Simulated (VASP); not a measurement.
A run of VASP 6.6.1 is set up as follows.

Contents of POSCAR:

```
BN
1.0
    0.0000000000      1.7458259350      1.7458259350
    1.7458259350      0.0000000000      1.7458259350
    1.7458259350      1.7458259350      0.0000000000
B N
1 1
Direct
    0.0000000000      0.0000000000      0.0000000000
    0.5000000000      0.5000000000      0.5000000000
```

Contents of INCAR.step1:

```
SYSTEM = BN
PREC = Accurate
ENCUT = 520
EDIFF = 1E-5
ISMEAR = 0
SIGMA = 0.01
LREAL = .False.
LASPH = .True.
NELM = 60
ALGO = Normal
ISIF = 2
LWAVE = .True.
LCHARG = .False.
NBANDS = 11
GGA = PE
```

INCAR.step2

```
SYSTEM = BN
PREC = Accurate
ENCUT = 520
EDIFF = 1E-6
ISMEAR = 0
SIGMA = 0.01
LREAL = .False.
LASPH = .True.
NELM = 60
ALGO = Normal
ISIF = 2
LWAVE = .False.
LCHARG = .False.
GGA = PE
LHFCALC = .True.
AEXX = 0.15
PRECFOCK = Normal
NBANDS = 11
ISTART = 1
```

Contents of KPOINTS:

```
regular mesh
0
Gamma
  6 6 6
  0 0 0
```

Potentials or basis: VASP PAW PBE potentials, release 64 (B, N).

The run is started by

```sh
$ cat potpaw_PBE.64/B/POTCAR potpaw_PBE.64/N/POTCAR > POTCAR
$ cp INCAR.step1 INCAR
$ mpirun -np 1 vasp_std > vasp.out
$ cp INCAR.step2 INCAR
$ mpirun -np 1 vasp_std > vasp.out
```

(1) Estimate the pressure.

(2) Estimate the band gap on the k mesh.

## Answers

(1) -3.7 GPa.

(2) 2.23 eV, indirect (least direct gap 7.13 eV).

Caveat: the k points lie up to 0.52 Å⁻¹ apart; the PAW data sets were made with another functional, which shifts forces and pressure a little.
